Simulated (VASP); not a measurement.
Crystal: TiC.

```
Ti C
1.0
     0.00000    2.16572    2.16572
     2.16572    0.00000    2.16572
     2.16572    2.16572    0.00000
Ti C
1 1
Direct
  0.00000 0.00000 0.00000
  0.50000 0.50000 0.50000
```

```yaml
Program: VASP 6.6.1
Task: relaxation of cell and atoms
Functional: PBE
Potentials_or_basis: VASP PAW PBE potentials, release 64 (Ti_sv, C)
Cutoff: 600 eV
k_mesh: 11 × 11 × 11
Occupations: fermi-dirac, width 0.05 eV
Spin: no spin polarisation
Hubbard_terms: Ti d U = 5.0 eV
```

At the start: pressure 14.8 GPa; volume 10.16 Å³/atom.

**Question.** Where does the relaxation end?

**Answer.** Over 4 steps the energy falls by 25.6 meV/atom and the volume is 10.74 Å³/atom (+5.7 %); space group Fm-3m (No. 225, to 0.05 Å).

Step by step:
```csv
step,energy change (eV),largest force (eV/Å),pressure (GPa),volume (Å³)
1,0.0000,0.0000,14.83,20.32
2,0.0386,0.0000,-15.64,23.21
3,-0.0513,0.0000,-0.26,21.50
4,-0.0513,0.0000,0.06,21.48
```

Final structure:
```xyz
2
Lattice="0.0000 2.2063 2.2063 2.2063 0.0000 2.2063 2.2063 2.2063 0.0000" Properties=species:S:1:pos:R:3 pbc="T T T"
Ti    0.0000    0.0000    0.0000
C     2.2063    2.2063    2.2063
```

Caveat: U without spin polarisation on a metal has little footing; the U is typed as a test and isn't derived for this compound.
